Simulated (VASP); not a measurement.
**ScB2: single point with LDA**

The system is ScB2.

```
CELL_PARAMETERS angstrom
0.00000 3.00714 3.00714
3.00714 0.00000 3.00714
3.00714 3.00714 0.00000
ATOMIC_POSITIONS crystal
Sc 0.25000 0.25000 0.25000
Sc 0.00000 0.00000 0.00000
B 0.62500 0.62500 0.62500
B 0.12500 0.62500 0.62500
B 0.62500 0.12500 0.62500
B 0.62500 0.62500 0.12500
```

```
Program             : VASP 6.6.1
Task                : single point
Functional          : LDA
Potentials or basis : VASP PAW LDA potentials, release 64 (Sc_sv, B)
Cutoff              : 520 eV
k mesh              : 13 × 13 × 13
Occupations         : methfessel-paxton, width 0.05 eV
Spin                : no spin polarisation
```

- Pressure: 1.0 GPa
- Band gap on the k mesh: zero (bands 17 and 18 overlap by 3.81 eV)

Levels at points of the mesh, in eV from the Fermi level:
| k point | band 14 | band 15 | band 16 | band 17 | band 18 | band 19 | band 20 | band 21 |
| --- | --- | --- | --- | --- | --- | --- | --- | --- |
| (0.00, 0.00, 0.00) | -3.67 | -3.67 | -2.81 | -2.81 | -2.81 | 4.45 | 4.45 | 4.45 |

Run time: 35 s on 1 thread of Intel(R) Xeon(R) 6975P-C (Granite Rapids), with other jobs on the host, peak memory 0.22 GiB.
